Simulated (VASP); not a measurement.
# Rh: single point with PBE

Rh:

```xyz
2
Lattice="2.7310 0.0000 0.0000 -1.3655 2.3651 0.0000 0.0000 0.0000 4.4285" Properties=species:S:1:pos:R:3 pbc="T T T"
Rh    1.3655    0.7884    3.3214
Rh    0.0000    1.5767    1.1071
```

- Program: VASP 6.6.1
- Task: single point
- Functional: PBE
- Potentials or basis: VASP PAW PBE potentials, release 64 (Rh_pv)
- Cutoff: 500 eV
- k mesh: 3 × 3 × 1
- Occupations: gaussian, width 0.1 eV
- Spin: no spin polarisation

```json
{
  "Pressure": "6.0 GPa",
  "Band gap on the k mesh": "zero (band 15 reaches 11.24 eV, above the bottom of band 16 at 11.23 eV)"
}
```

Stress tensor (GPa, compression positive):
```
 23.19   0.00   0.00
  0.00  23.19   0.00
  0.00   0.00 -28.38
```

Levels at points of the mesh, in eV from the Fermi level:
| k point | band 11 | band 12 | band 13 | band 14 | band 15 | band 16 | band 17 | band 18 | band 19 | band 20 |
| --- | --- | --- | --- | --- | --- | --- | --- | --- | --- | --- |
| (0.00, 0.00, 0.00) | -2.59 | -2.09 | -2.09 | -1.81 | -1.81 | 0.11 | 0.11 | 0.70 | 8.29 | 16.06 |

It took 5.9 s on 1 thread of Intel Xeon 8259CL (shared host), peak memory 0.13 GiB.

Caveat: the k points lie up to 1.42 Å⁻¹ apart.
